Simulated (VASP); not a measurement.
Write the native input for VASP 6.6.1 that does the following.

```
Task                   : single point
Functional             : PBEsol
Dispersion             : D3(BJ)
Potentials or basis    : VASP PAW PBE potentials, release 64 (Sn_d, O)
Cutoff                 : 520 eV
k mesh                 : 8 × 6 × 6
Occupations            : gaussian, width 0.05 eV
Spin                   : no spin polarisation
Dipole correction      : no
Further INCAR settings : ALGO = Normal; EDIFF = 1e-07; NBANDS = 28
```

The structure of SnO lies in POSCAR:

```
SnO
1.0
    3.3550050000      0.0000000000      0.0000000000
    0.0000000000      5.6741040000      0.0000000000
    0.0000000000      0.0000000000      4.2219700000
Sn O
2 2
Direct
    0.0000000000      0.2319090000      0.5131440000
    0.5000000000      0.7680910000      0.0131440000
    0.0000000000      0.8912500000      0.8079138763
    0.5000000000      0.1087500000      0.2368570000
```

This cell differs from its parent crystal: atom 3 (O) moved by (+0.000, +0.300) A along [1 1 0] and z.

One way to write it, as run:

INCAR

```
PREC = Accurate
ENCUT = 520
EDIFF = 1E-7
ISMEAR = 0
SIGMA = 0.05
LREAL = F
LASPH = T
NELM = 100
ALGO = Normal
ISIF = 2
LWAVE = F
LCHARG = T
GGA = PS
IVDW = 12
LELF = T
LVHAR = T
NBANDS = 28
```

KPOINTS

```
regular mesh
0
Gamma
  8 6 6
```

Potentials or basis: VASP PAW PBE potentials, release 64 (Sn_d, O).

Run with:

```sh
$ cat potpaw_PBE.64/Sn_d/POTCAR potpaw_PBE.64/O/POTCAR > POTCAR
$ mpirun -np 1 vasp_std > vasp.out
```

Results of the run:

- Pressure: -0.6 GPa
- Largest force: 2.584 eV/Å
- Band gap on the k mesh: 1.29 eV (least direct gap 2.02 eV)
- Dispersion energy per atom: -0.187 eV

Caveat: the cell differs from its parent crystal (atom 3 (O) moved by (+0.000, +0.300) A along [1 1 0] and z); the PAW data sets were made with another functional, which shifts forces and pressure a little; spin-orbit coupling is left out, which moves the levels of the heavy elements.

Wall time 2.5 min on 1 thread of AMD EPYC 7R13 Processor (Zen 3), with other jobs on the host, peak memory 0.29 GiB.
